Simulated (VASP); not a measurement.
## Al: single point with PBE

The system is Al, a slab with vacuum.

```xyz
3
Lattice="2.8577 0.0000 0.0000 -1.4289 2.4749 0.0000 0.0000 0.0000 19.6667" Properties=species:S:1:pos:R:3 pbc="T T T"
Al    1.4289    0.8250    7.5326
Al    0.0000    1.6499    9.8333
Al    0.0000    0.0000   12.1341
```

```yaml
Program: VASP 6.6.1
Task: single point
Functional: PBE
Potentials_or_basis: VASP PAW PBE potentials, release 64 (Al)
Cutoff: 520 eV
k_mesh: 12 × 12 × 1
Occupations: gaussian, width 0.1 eV
Spin: no spin polarisation
Dipole_correction: yes
Further_INCAR_settings: ALGO = Normal; EDIFF = 1e-06; NBANDS = 12
```

- Largest force: 0.005 eV/Å

Forces on the atoms (eV/Å):
```
Al   0.000  0.000  0.005
Al   0.000  0.000  0.000
Al   0.000  0.000 -0.005
```

Levels at points of the mesh, in eV from the Fermi level:
```
           k point  band 1  band 2  band 3  band 4  band 5  band 6  band 7  band 8  band 9
(0.00, 0.00, 0.00)  -10.57   -8.86   -6.16   -3.05    0.51    2.98    3.71    5.12    5.14
(0.50, 0.00, 0.00)   -4.69   -4.66   -3.28   -2.73   -0.39   -0.15    2.60    2.65    6.03
```

Run time: 23 s on 1 thread of Intel(R) Xeon(R) 6975P-C (Granite Rapids) (shared host), peak memory 0.26 GiB.
